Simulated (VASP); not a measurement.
Runs of VASP 6.6.1 on Al2Cl. The structure is that of space group Fm-3m (No. 225), or close to it. The cells are those of the table. 

```tsv
task	cell	k mesh	cutoff (eV)	gap on the mesh (eV)	pressure (GPa)	relaxed volume (Å³/atom)
single point	a = 4.897 Å, angles 60.0°, 3 atoms	6 × 6 × 6	520	none	0.2	-
relaxation of cell and atoms	relaxed from a = 4.897 Å, angles 60.0°, 3 atoms	12 × 12 × 12	600	none	0.0	28.00
relaxation of cell and atoms	relaxed from a = 4.467 Å, angles 60.0°, 3 atoms	6 × 6 × 6	600	none	-0.2	(a)
single point	a = 4.915 Å, angles 60.0°, 3 atoms	12 × 12 × 12	520	none	0.0	-
```

Alike in all rows: level PBE; potentials or basis VASP PAW PBE potentials, release 64 (Al, Cl); no spin polarisation; smearing gaussian 0.1 eV.

Problem. Estimate the missing entries.

Solution. (a) 28.14.

Caveats: an odd number of electrons without spin polarisation forces a metal; a magnetic or distorted state may lie lower; the volume moved by over 15 % at a fixed basis, so the end points are rough (some runs).

A gap of «none» marks levels without a gap at the run's occupations.
